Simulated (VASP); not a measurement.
# NaH (Immm) in VASP: notebook, part 2 of 2

VASP 6.6.1.

**3. Single point, r2SCAN (engineering shear strain xy -0.2250, normal strain along z -0.0175)**

Input file POSCAR:

```
NaH
1.0
   -0.2696660593      2.3970316378      2.3550835841
    2.3970316378     -0.2696660593      2.3550835841
    2.1273655785      2.1273655785      0.0000000000
Na H
1 1
Direct
    0.0000000000      0.0000000000      0.0000000000
    0.5000000000      0.5000000000      0.5000000000
```

Input file INCAR.step1:

```
SYSTEM = NaH
PREC = Accurate
ENCUT = 520
ISMEAR = -1
SIGMA = 0.2
LREAL = .False.
LASPH = .True.
NELM = 60
NBANDS = 11
GGA = PE
ALGO = Normal
EDIFF = 1E-4
LWAVE = .True.
LCHARG = .False.
```

Input file INCAR.step2:

```
SYSTEM = NaH
PREC = Accurate
ENCUT = 520
EDIFF = 1E-7
ISMEAR = -1
SIGMA = 0.2
LREAL = .False.
LASPH = .True.
NELM = 60
ALGO = Normal
ISIF = 2
LWAVE = .False.
LCHARG = .False.
METAGGA = R2SCAN
LMIXTAU = .True.
NBANDS = 11
ISTART = 1
```

Input file KPOINTS:

```
Automatic mesh
0
Gamma
  8 8 8
  0 0 0
```

Potentials or basis: VASP PAW PBE potentials, release 64 (Na_pv, H).

Run with:

```console
> cat potpaw_PBE.64/Na_pv/POTCAR potpaw_PBE.64/H/POTCAR > POTCAR
> cp INCAR.step1 INCAR
> mpirun -np 1 vasp_std > vasp.out
> cp INCAR.step2 INCAR
> mpirun -np 1 vasp_std > vasp.out
```

OUTCAR:

```text
SYSTEM = NaH
   PREC = Accurate
   ENCUT = 520
   EDIFF = 1E-7
   ISMEAR = -1
   LREAL = .False.
   LASPH = .True.
   NELM = 60
   ISIF = 2
   METAGGA = R2SCAN
   ISTART = 1

 ion  position               nearest neighbor table
   1  0.000  0.000  0.000-
   2  0.500  0.500  0.500-

  LATTYP: Found a body centered orthorhombic cell.
 ALAT       =     3.0085492532
 B/A-ratio  =     1.2535211268
 C/A-ratio  =     1.5655941691

  Lattice vectors:

 A1 = (   0.2696660593,  -2.3970316378,  -2.3550835841)
 A2 = (  -0.2696660593,   2.3970316378,  -2.3550835841)
 A3 = (   2.3970316378,  -0.2696660593,   2.3550835841)

Analysis of symmetry for initial positions (statically):
=====================================================================
 Subroutine PRICEL returns:
 Original cell was already a primitive cell.

 Routine SETGRP: Setting up the symmetry group for a
 body centered orthorhombic supercell.

 Subroutine GETGRP returns: Found  8 space group operations
 (whereof  8 operations were pure point group operations)
 out of a pool of  8 trial point group operations.

[... 172 lines left out ...]
      2     -24.2017      2.00000
      3     -24.1916      2.00000
      4      -4.9561      2.00000
      5      10.0480      0.00000
      6      13.0176      0.00000
      7      14.0974      0.00000
      8      14.4944      0.00000
      9      16.5483      0.00000
     10      18.5597      0.00000
     11      19.5617      0.00000
[... 309 lines left out ...]
 k-point    24 :       0.2500   -0.0000    0.1250
  band No.  band energies     occupation
      1     -24.2488      2.00000
      2     -24.2223      2.00000
      3     -24.2001      2.00000
      4      -4.0674      2.00000
      5       6.9825      0.00000
      6      10.2355      0.00000
      7      13.5670      0.00000
      8      16.3646      0.00000
      9      16.7549      0.00000
     10      18.3425      0.00000
     11      20.5333      0.00000

 [... further k-points ...]

------------------------ aborting loop because EDIFF is reached ----------------------------------------

  FORCE on cell =-STRESS in cart. coord.  units (eV):
  Direction    XX          YY          ZZ          XY          YZ          ZX
  --------------------------------------------------------------------------------------
  -------------------------------------------------------------------------------------
  Total        0.1372799      0.1372799     -0.0312600      0.9424738      0.0000000      0.0000000
  in kB        8.2312379      8.2312379     -1.8743380     56.5103033      0.0000000      0.0000000
  external PRESSURE =       4.8627126 kB  Pullay stress =       0.0000000 kB

 VOLUME and BASIS-vectors are now :
 -----------------------------------------------------------------------------
  energy-cutoff  :      520.00
  volume of cell :       26.72
      direct lattice vectors                 reciprocal lattice vectors
    -0.269666059  2.397031638  2.355083584    -0.187497818  0.187497818  0.212306690
     2.397031638 -0.269666059  2.355083584     0.187497818 -0.187497818  0.212306690
     2.127365579  2.127365579  0.000000000     0.235032476  0.235032476 -0.212306690

 POSITION                                       TOTAL-FORCE (eV/Angst)
 -----------------------------------------------------------------------------------
      0.00000      0.00000      0.00000        -0.000000     -0.000000      0.000000
      2.12737      2.12737      2.35508         0.000000      0.000000      0.000000
 -----------------------------------------------------------------------------------
    total drift:                                0.000000      0.000000     -0.000000

  FREE ENERGIE OF THE ION-ELECTRON SYSTEM (eV)
  ---------------------------------------------------
  free  energy   TOTEN  =        -7.4962389178 eV

  energy  without entropy=       -7.4962085320  energy(sigma->0) =       -7.49622372
```

OSZICAR.step1:

```text
N       E                     dE             d eps       ncg     rms          rms(c)
DAV:   1     0.384484463301E+02    0.38448E+02   -0.46224E+03  2102   0.765E+02
DAV:   2    -0.408164689429E+01   -0.42530E+02   -0.41732E+02  2168   0.199E+02
DAV:   3    -0.541955732500E+01   -0.13379E+01   -0.13362E+01  2521   0.332E+01
DAV:   4    -0.542780896393E+01   -0.82516E-02   -0.82505E-02  2407   0.262E+00
DAV:   5    -0.542787629751E+01   -0.67334E-04   -0.67333E-04  2416   0.241E-01    0.322E+00
DAV:   6    -0.507741939416E+01    0.35046E+00   -0.32879E-01  2420   0.294E+00    0.150E+00
DAV:   7    -0.497722630791E+01    0.10019E+00   -0.33762E-01  2342   0.229E+00    0.356E-01
DAV:   8    -0.498135006115E+01   -0.41238E-02   -0.99371E-03  2282   0.101E+00    0.722E-02
DAV:   9    -0.498125571437E+01    0.94347E-04   -0.12985E-03  2531   0.381E-01    0.247E-02
DAV:  10    -0.498123722853E+01    0.18486E-04   -0.72330E-05  1414   0.555E-02
   1 F= -.49812372E+01 E0= -.49811782E+01  d E =-.118077E-03
```

It took 54 s on 1 thread of Intel Xeon 6975P-C (Granite Rapids), shared host; peak memory 0.16 GiB.

What came out:

```yaml
Free_energy: -7.4962 eV
Pressure: 0.5 GPa
Band_gap_on_the_k_mesh: 3.61 eV (least direct gap 5.12 eV)
```

Levels at points of the mesh, in eV from the valence-band top:
| k point | band 1 | band 2 | band 3 | band 4 | band 5 | band 6 | band 7 | band 8 | band 9 |
| --- | --- | --- | --- | --- | --- | --- | --- | --- | --- |
| (0.00, 0.00, 0.00) | -23.17 | -23.15 | -23.14 | -3.90 | 11.10 | 14.07 | 15.15 | 15.55 | 17.60 |
| (0.50, 0.00, 0.00) | -23.23 | -23.18 | -23.14 | -1.50 | 3.61 | 12.59 | 14.10 | 16.66 | 18.97 |
| (0.50, 0.50, 0.00) | -23.23 | -23.19 | -23.19 | -0.42 | 5.17 | 8.76 | 9.71 | 14.76 | 14.91 |
| (0.00, 0.00, 0.50) | -23.33 | -23.17 | -23.14 | -0.44 | 4.97 | 10.97 | 12.14 | 14.17 | 15.90 |
| (0.50, 0.00, 0.50) | -23.32 | -23.17 | -23.16 | -0.19 | 5.19 | 10.84 | 11.73 | 11.74 | 13.35 |

Caveat: the cell differs from its parent crystal (engineering shear strain xy -0.2250, normal strain along z -0.0175); the PAW data sets were made with another functional, which shifts forces and pressure a little. A k mesh can miss the band edges.
